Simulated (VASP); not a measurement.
A run of VASP 6.6.1:

File INCAR:

```
PREC = Accurate
ENCUT = 520
EDIFF = 1E-6
ISMEAR = 0
SIGMA = 0.1
LREAL = False
LASPH = True
NELM = 100
ALGO = Normal
ISIF = 2
LWAVE = False
LCHARG = False
GGA = PS
NBANDS = 24
```

KPOINTS

```
Automatic mesh
0
Gamma
  8 8 8
```

The input POSCAR:

```
TaAs
1.0
   -1.7218133622      1.7218133622      5.8679415361
    1.7218133622     -1.7218133622      5.8679415361
    1.7218133622      1.7218133622     -5.8679415361
Ta As
2 2
Direct
    0.4999673000      0.9999673000      0.5000000000
    0.7499673000      0.7499673000      0.0000000000
    0.0826321200      0.5826321200      0.5000000000
    0.3326321200      0.3326321200      0.0000000000
```

Potentials or basis: VASP PAW PBE potentials, release 64 (Ta_pv, As).

Launch:

```console
$ cat potpaw_PBE.64/Ta_pv/POTCAR potpaw_PBE.64/As/POTCAR > POTCAR
$ mpirun -np 1 vasp_std > vasp.out
```

Hardware: 1 thread of AMD EPYC 7R43 64-Core Processor (Zen 3), on a shared host.

Q: How long does it take, and how much memory?

A: Wall time 4 min on 1 thread of AMD EPYC 7R43 64-Core Processor (Zen 3) (shared host), peak memory 0.33 GiB. Counts: scf iterations 13, k points 59.
